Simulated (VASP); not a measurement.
Here is a VASP 6.6.1 calculation.

INCAR

```
SYSTEM = Al
PREC = Accurate
ENCUT = 600
EDIFF = 1E-8
ISMEAR = -1
SIGMA = 0.15
LREAL = .False.
LASPH = .True.
NELM = 100
ALGO = Normal
ISIF = 3
LWAVE = .False.
LCHARG = .False.
GGA = PS
NBANDS = 8
IBRION = 6
NFREE = 2
POTIM = 0.015
NSW = 1
```

Contents of KPOINTS:

```
Automatic mesh
0
Gamma
  20 20 20
  0 0 0
```

POSCAR

```
Al
1.0
    0.0000000000      1.9544199889      1.9544199889
    1.9544199889      0.0000000000      1.9544199889
    1.9544199889      1.9544199889      0.0000000000
Al
1
Direct
    0.0000000000      0.0000000000      0.0000000000
```

Potentials or basis: VASP PAW PBE potentials, release 64 (Al).

Run with:

```bash
$ cat potpaw_PBE.64/Al/POTCAR > POTCAR
$ mpirun -np 1 vasp_std > vasp.out
```

Problem. Predict the elastic constants C11, C12, C44.

Solution. 156, 85, 59 GPa.

Problem. What does it give for the Voigt bulk modulus?

Solution. 109 GPa.

Clamped-ion elastic tensor (GPa):
```
156  85  85   0   0   0
 85 156  85   0   0   0
 85  85 156   0   0   0
  0   0   0  59   0   0
  0   0   0   0  59   0
  0   0   0   0   0  59
```

Caveat: the cell is under stress, which shifts elastic constants; the PAW data sets were made with another functional, which shifts forces and pressure a little.
